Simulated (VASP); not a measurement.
# LiCl (P6_3mc) in VASP: notebook

LiCl is run at these levels: PBE; tasks: single point.

All numbers are computed with VASP 6.6.1; they aren't measurements. Logs are shortened: lines on timing, memory, paths and dates and some standing lists are left out, and cuts for length are marked.

## 1. The cell of the first run

The structure is hexagonal, space group P6_3mc (No. 186). The conventional cell has a = 3.845 Å, b = 3.845 Å, c = 6.161 Å, α = 90.00°, β = 90.00°, γ = 120.00°. Within 3.1 Å of Li (site symmetry 3m) lie 4 Cl at 2.34 Å. Cl (site symmetry 3m) has 4 Li at 2.34 Å within 3.1 Å.

## 2. Single point, PBE (volume changed by -6%)

INCAR reads:

```
SYSTEM = LiCl
PREC     = Accurate       ! precision mode
ENCUT    = 520            ! plane-wave cutoff, eV
EDIFF    = 1E-6           ! SCF threshold, eV
ISMEAR   = 0              ! smearing method
SIGMA    = 0.01           ! smearing width, eV
LREAL    = .FALSE.        ! projectors in reciprocal space
LASPH    = .TRUE.         ! aspherical terms in the spheres
NELM     = 100            ! most SCF steps
ALGO     = Normal         ! electronic algorithm
ISIF     = 2              ! what is computed and relaxed
LWAVE    = .FALSE.        ! write WAVECAR
LCHARG   = .FALSE.        ! write CHGCAR
GGA      = PE             ! functional
NBANDS   = 18             ! bands
```

KPOINTS reads:

```
Automatic mesh
0
G
  6 6 4
  0 0 0
```

POSCAR reads:

```
LiCl
1.0
    3.8452524447      0.0000000000      0.0000000000
   -1.9226262224      3.3300863011      0.0000000000
    0.0000000000      0.0000000000      6.1609986605
Li Cl
2 2
Direct
    0.6666666667      0.3333333333      0.8777889922
    0.3333333333      0.6666666667      0.3777889922
    0.6666666667      0.3333333333      0.4972120078
    0.3333333333      0.6666666667      0.9972120078
```

Potentials or basis: VASP PAW PBE potentials, release 64 (Li_sv, Cl).

The run is started by

```console
$ cat potpaw_PBE.64/Li_sv/POTCAR potpaw_PBE.64/Cl/POTCAR > POTCAR
$ mpirun -np 1 vasp_std > vasp.out
```

OUTCAR:

```text
SYSTEM = LiCl
   PREC = Accurate
   ENCUT = 520
   EDIFF = 1E-6
   ISMEAR = 0
   LREAL = .FALSE.
   LASPH = .TRUE.
   NELM = 100
   ISIF = 2
   GGA = PE

 ion  position               nearest neighbor table
   1  0.667  0.333  0.878-   4 2.34   4 2.34   4 2.34   3 2.34
   2  0.333  0.667  0.378-   3 2.34   3 2.34   3 2.34   4 2.34
   3  0.667  0.333  0.497-   2 2.34   2 2.34   2 2.34   1 2.34
   4  0.333  0.667  0.997-   1 2.34   1 2.34   1 2.34   2 2.34

  LATTYP: Found a hexagonal cell.
 ALAT       =     3.8452524447
 C/A-ratio  =     1.6022351586

  Lattice vectors:

 A1 = (   3.8452524447,   0.0000000000,   0.0000000000)
 A2 = (  -1.9226262224,   3.3300863011,   0.0000000000)
 A3 = (   0.0000000000,   0.0000000000,   6.1609986605)

Analysis of symmetry for initial positions (statically):
=====================================================================
 Subroutine PRICEL returns:
 Original cell was already a primitive cell.

 Routine SETGRP: Setting up the symmetry group for a
 hexagonal supercell.

 Subroutine GETGRP returns: Found 12 space group operations
 (whereof  6 operations were pure point group operations)
 out of a pool of 24 trial point group operations.

The static configuration has the point symmetry C_3v.
 The point group associated with its full space group is C_6v.

Analysis of symmetry for dynamics (positions and initial velocities):
=====================================================================
 Subroutine PRICEL returns:
 Original cell was already a primitive cell.

 Routine SETGRP: Setting up the symmetry group for a
 hexagonal supercell.

 Subroutine GETGRP returns: Found 12 space group operations
 (whereof  6 operations were pure point group operations)
 out of a pool of 24 trial point group operations.

The dynamic configuration has the point symmetry C_3v.
 The point group associated with its full space group is C_6v.

 Subroutine INISYM returns: Found 12 space group operations
 (whereof  6 operations are pure point group operations),
 and found     1 'primitive' translations

----------------------------------------------------------------------------------------

                                     Primitive cell

  volume of cell :      78.8917

  direct lattice vectors                    reciprocal lattice vectors
     3.845252445  0.000000000  0.000000000     0.260060949  0.150146259  0.000000000
    -1.922626222  3.330086301  0.000000000     0.000000000  0.300292518  0.000000000
     0.000000000  0.000000000  6.160998660     0.000000000  0.000000000  0.162311348

[... 86 lines left out ...]
   NSW    =      0    number of steps for IOM
   IBRION =     -1    ionic relax: 0-MD 1-quasi-New 2-CG
   NFREE  =      0    steps in history (QN), initial steepest desc. (CG)
   ISIF   =      2    stress and relaxation
   ISYM   =      2    0-nonsym 1-usesym 2-fastsym
   POTIM  = 0.5000    time-step for ionic-motion
   TEBEG  =    0.0;   TEEND  =   0.0 temperature during run
   PSTRESS=    0.0 pullay stress
   NELECT =      20.0000    total number of electrons
   NUPDOWN=      -1.0000    fix difference up-down
   EMIN   =  10.00;   EMAX   =-10.00  energy-range for DOS
   EFERMI =   0.00;   METHOD = LEGACY
   ISMEAR =     0;   SIGMA  =   0.01  broadening in eV -4-tet -1-fermi 0-gaus
   EFERMI_NEDOS =   21; number of points for ismear=-14 and -15
   IALGO  =     38    algorithm
   IMIX   =      4    mixing-type and parameters
     AMIX     =   0.40;   BMIX     =  1.00
     AMIX_MAG =   1.60;   BMIX_MAG =  1.00
  volume/ion in A,a.u.               =      19.72       133.10
  Fermi-wavevector in a.u.,A,eV,Ry     =   1.036114  1.957972 14.606302  1.073533
  Thomas-Fermi vector in A             =   2.170490
   LORBIT       =      0    0 simple, 1 ext, 2 COOP (PROOUT), +10 PAW based schemes
   GGA     = PE    functional components
   LHFCALC =     F    Hartree Fock is set to
   AEXX    =    0.0000 exact exchange contribution
   IVDW    =     0    specifies the selected vdW correction
   LEPSILON=     F    determine dielectric tensor
   LRPA    =     F    only Hartree local field effects (RPA)
 non-spin polarized calculation
 Gauss-broadening in eV      SIGMA  =   0.01
  energy-cutoff  :      520.00
  volume of cell :       78.89
 maximum number of plane-waves:      2136
 NGX is ok and might be reduce to    30
   NGX = 15   NGY = 15   NGZ = 23

 number of electron      19.9999987 magnetization

 Free energy of the ion-electron system (eV)
  ---------------------------------------------------
  ext. energy  EPLUGINS =         0.00000000
  ---------------------------------------------------
  free energy    TOTEN  =       -14.84638743 eV

  energy without entropy =      -14.84638743  energy(sigma->0) =      -14.84638743

 E-fermi :  -0.7640     XC(G=0):  -7.8625

 val. band max:       -0.8862112218   @ k =   0.0000   0.0000   0.0000
 cond. band min:       5.2703642299   @ k =   0.0000   0.0000   0.0000
 fundamental gap:      6.1565754518
 Fermi energy:        -0.7639577911

 k-point     1 :       0.0000    0.0000    0.0000
  band No.  band energies     occupation
      1     -43.7023      2.00000
      2     -43.7003      2.00000
      3     -13.7604      2.00000
      4     -13.4100      2.00000
      5      -3.1113      2.00000
      6      -1.3162      2.00000
[... 418 lines left out ...]
      5      -2.5080      2.00000
      6      -2.5080      2.00000
[... 10 lines left out ...]
     17      11.6084      0.00000
     18      11.6084      0.00000

------------------------ aborting loop because EDIFF is reached ----------------------------------------

  FORCE on cell =-STRESS in cart. coord.  units (eV):
  Direction    XX          YY          ZZ          XY          YZ          ZX
  --------------------------------------------------------------------------------------
  -------------------------------------------------------------------------------------
  Total        0.8132354      0.8132354      0.7903472     -0.0000000      0.0000000      0.0000000
  in kB       16.5156406     16.5156406     16.0508133     -0.0000000      0.0000000      0.0000000
  external PRESSURE =      16.3606982 kB  Pullay stress =       0.0000000 kB

 VOLUME and BASIS-vectors are now :
 -----------------------------------------------------------------------------
  energy-cutoff  :      520.00
  volume of cell :       78.89
      direct lattice vectors                 reciprocal lattice vectors
     3.845252445  0.000000000  0.000000000     0.260060949  0.150146259  0.000000000
    -1.922626222  3.330086301  0.000000000     0.000000000  0.300292518  0.000000000
     0.000000000  0.000000000  6.160998660     0.000000000  0.000000000  0.162311348

 POSITION                                       TOTAL-FORCE (eV/Angst)
 -----------------------------------------------------------------------------------
      1.92263      1.11003      5.40806        -0.000000     -0.000000      0.003760
     -0.00000      2.22006      2.32756         0.000000      0.000000      0.003760
      1.92263      1.11003      3.06332         0.000000     -0.000000     -0.003760
     -0.00000      2.22006      6.14382        -0.000000      0.000000     -0.003760
 -----------------------------------------------------------------------------------
    total drift:                               -0.000000     -0.000001     -0.000256

  FREE ENERGIE OF THE ION-ELECTRON SYSTEM (eV)
  ---------------------------------------------------
  free  energy   TOTEN  =       -14.8463874281 eV

  energy  without entropy=      -14.8463874281  energy(sigma->0) =      -14.84638743
```

stdout:

```text
POSCAR found type information on POSCAR LiCl
 POSCAR found :  2 types and       4 ions
 scaLAPACK will be used
 LDA part: xc-table for (Slater+PW92), standard interpolation
 POSCAR, INCAR and KPOINTS ok, starting setup
 FFT: planning ... GRIDC
 FFT: planning ... GRID_SOFT
 FFT: planning ... GRID
 WAVECAR not read
 entering main loop
```

It took 17 s on 1 thread of Intel Xeon 6975P-C (Granite Rapids), shared host; peak memory 0.19 GiB.

What came out:

```
Free energy            : -14.8464 eV
Largest force          : 0.004 eV/Å
Band gap on the k mesh : 6.16 eV, direct
```

Forces on the atoms (eV/Å):
```
Li   0.000  0.000  0.004
Li   0.000  0.000  0.004
Cl   0.000  0.000 -0.004
Cl   0.000  0.000 -0.004
```

Levels at points of the mesh, in eV from the valence-band top:
```
           k point  band 6  band 7  band 8  band 9  band 10  band 11  band 12  band 13  band 14  band 15
(0.00, 0.00, 0.00)   -0.43   -0.43   -0.08   -0.08     0.00     6.16     8.36    10.02    10.02    10.53
(0.50, 0.00, 0.00)   -1.50   -1.25   -1.00   -0.64    -0.37     7.89     8.02     9.28    10.36    10.80
(0.00, 0.00, 0.50)   -1.23   -0.26   -0.26   -0.26    -0.26     7.48     7.48    10.24    10.24    10.24
(0.50, 0.00, 0.50)   -1.99   -0.70   -0.70   -0.64    -0.64     7.43     7.43    10.00    10.00    11.86
```

Caveat: the cell differs from its parent crystal (volume changed by -6%); the cutoff is under 1.25 times the usual one of these potentials, so pressure, stress and relaxed cells hold a basis-set (Pulay) error. A k mesh can miss the band edges.

## 3. Single point, PBE (volume changed by -3%)

INCAR reads:

```
  ALGO = Normal
  EDIFF = 1E-6
  ENCUT = 520
  GGA = PE
  ISIF = 2
  ISMEAR = 0
  LASPH = T
  LCHARG = T
  LELF = T
  LREAL = F
  LVHAR = T
  LWAVE = F
  NBANDS = 18
  NELM = 80
  PREC = Accurate
  SIGMA = 0.01
```

KPOINTS reads:

```
k-points
0
Gamma
  6 6 4
```

POSCAR reads:

```
LiCl
1.0
    3.8857317609      0.0000000000      0.0000000000
   -1.9428658805      3.3651424173      0.0000000000
    0.0000000000      0.0000000000      6.2258560441
Li Cl
2 2
Direct
    0.6666666667      0.3333333333      0.8777889922
    0.3333333333      0.6666666667      0.3777889922
    0.6666666667      0.3333333333      0.4972120078
    0.3333333333      0.6666666667      0.9972120078
```

Potentials or basis: VASP PAW PBE potentials, release 64 (Li_sv, Cl).

The run is started by

```console
$ cat potpaw_PBE.64/Li_sv/POTCAR potpaw_PBE.64/Cl/POTCAR > POTCAR
$ mpirun -np 1 vasp_std > vasp.out
```

Wall time 19 s (1 thread of Intel Xeon 6975P-C (Granite Rapids), shared host); peak memory 0.18 GiB.

It converged, with:

| Item | Value |
| --- | --- |
| Free energy | -14.8662 eV |
| Band gap on the k mesh | 6.05 eV, direct |

Forces in eV/Å, atoms in the order of the input:
```
Li   0.000  0.000  0.003
Li   0.000  0.000  0.003
Cl   0.000  0.000 -0.003
Cl   0.000  0.000 -0.003
```

Levels at points of the mesh, in eV from the valence-band top:
```tsv
k point	band 6	band 7	band 8	band 9	band 10	band 11	band 12	band 13	band 14	band 15
(0.00, 0.00, 0.00)	-0.41	-0.41	-0.07	-0.07	0.00	6.05	8.27	9.98	9.98	10.48
(0.50, 0.00, 0.00)	-1.43	-1.19	-0.95	-0.61	-0.36	7.86	8.00	9.18	10.33	10.65
(0.00, 0.00, 0.50)	-1.18	-0.24	-0.24	-0.24	-0.24	7.36	7.36	10.20	10.20	10.20
(0.50, 0.00, 0.50)	-1.90	-0.67	-0.67	-0.60	-0.60	7.41	7.41	9.95	9.95	11.77
```

Caveat: the cell differs from its parent crystal (volume changed by -3%); the cutoff is under 1.25 times the usual one of these potentials, so pressure, stress and relaxed cells hold a basis-set (Pulay) error. A k mesh can miss the band edges.

## 4. Single point, PBE

This run uses another cell than the first one, of 20.98 Å³/atom, 1.064 times its volume.

INCAR reads:

```
SYSTEM = LiCl
ALGO = Normal
EDIFF = 1E-6
ENCUT = 520
GGA = PE
ISIF = 2
ISMEAR = 0
LASPH = .True.
LCHARG = .True.
LELF = .True.
LREAL = .False.
LVHAR = .True.
LWAVE = .False.
NBANDS = 18
NELM = 100
PREC = Accurate
SIGMA = 0.01
```

KPOINTS reads:

```
k-points
0
Gamma
  6 6 4
  0 0 0
```

POSCAR reads:

```
LiCl
1.0
    3.9253848238      0.0000000000      0.0000000000
   -1.9626924119      3.3994829770      0.0000000000
    0.0000000000      0.0000000000      6.2893895755
Li Cl
2 2
Direct
    0.6666666667      0.3333333333      0.8777889922
    0.3333333333      0.6666666667      0.3777889922
    0.6666666667      0.3333333333      0.4972120078
    0.3333333333      0.6666666667      0.9972120078
```

The run is started by

```console
$ cat potpaw_PBE.64/Li_sv/POTCAR potpaw_PBE.64/Cl/POTCAR > POTCAR
$ mpirun -np 1 vasp_std > vasp.out
```

Run time: 20 s. Hardware: 1 thread of Intel Xeon 6975P-C (Granite Rapids), shared host; peak memory 0.19 GiB.

Results (log left out):

| Item | Value |
| --- | --- |
| Free energy | -14.8725 eV |
| Band gap on the k mesh | 5.94 eV, direct |

Levels at points of the mesh, in eV from the valence-band top:
| k point | band 6 | band 7 | band 8 | band 9 | band 10 | band 11 | band 12 | band 13 | band 14 | band 15 |
| --- | --- | --- | --- | --- | --- | --- | --- | --- | --- | --- |
| (0.00, 0.00, 0.00) | -0.39 | -0.39 | -0.07 | -0.07 | 0.00 | 5.94 | 8.18 | 9.95 | 9.95 | 10.44 |
| (0.50, 0.00, 0.00) | -1.37 | -1.13 | -0.90 | -0.57 | -0.34 | 7.84 | 7.97 | 9.08 | 10.29 | 10.51 |
| (0.00, 0.00, 0.50) | -1.12 | -0.23 | -0.23 | -0.23 | -0.23 | 7.25 | 7.25 | 10.16 | 10.16 | 10.16 |
| (0.50, 0.00, 0.50) | -1.81 | -0.63 | -0.63 | -0.57 | -0.57 | 7.38 | 7.38 | 9.90 | 9.90 | 11.64 |

Caveat: the cutoff is under 1.25 times the usual one of these potentials, so pressure, stress and relaxed cells hold a basis-set (Pulay) error.

## 5. Summary

| cell | gap on the mesh (eV) |
| --- | --- |
| a = 3.845, b = 3.845, c = 6.161 Å, angles 90.0, 90.0, 120.0°, 4 atoms | 6.16 |
| a = 3.886, b = 3.886, c = 6.226 Å, angles 90.0, 90.0, 120.0°, 4 atoms | 6.05 |
| a = 3.925, b = 3.925, c = 6.289 Å, angles 90.0, 90.0, 120.0°, 4 atoms | 5.94 |

Alike in all rows: task single point; level PBE; potentials or basis VASP PAW PBE potentials, release 64 (Li_sv, Cl); no spin polarisation; k mesh 6 × 6 × 4; cutoff (eV) 520; smearing gaussian 0.01 eV.

Caveats: the cutoff is under 1.25 times the usual one of these potentials, so pressure, stress and relaxed cells hold a basis-set (Pulay) error.

Absolute energies hang on the potentials; compare differences alone.
